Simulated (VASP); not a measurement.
A run of VASP 6.6.1:

INCAR

```
ALGO = Normal
EDIFF = 1E-6
ENCUT = 520
GGA = CA
ISIF = 2
ISMEAR = -1
LASPH = True
LCHARG = False
LREAL = False
LWAVE = False
NBANDS = 13
NELM = 100
PREC = Accurate
SIGMA = 0.1
```

File KPOINTS:

```
k-points
0
Gamma
  7 7 5
```

File POSCAR:

```
O
1.0
    2.8514030000     -1.6624160000      0.0000000000
    2.8514030000      1.6624160000      0.0000000000
   -2.3944910000      0.0000000000      3.6470500000
O
2
Direct
    0.0254540000      0.0254540000      0.1555740000
    0.9745460000      0.9745460000      0.8444260000
```

Potentials or basis: VASP PAW LDA potentials, release 64 (O).

The run is started by

```console
$ cat potpaw_LDA.64/O/POTCAR > POTCAR
$ mpirun -np 1 vasp_std > vasp.out
```

Hardware: 1 thread of Intel Xeon 8259CL (shared host).

Question: How long does it take, and how much memory?

Answer: Wall time 39 s on 1 thread of Intel Xeon 8259CL, with other jobs on the host, peak memory 0.15 GiB. Counts: scf iterations 11, k points 72.
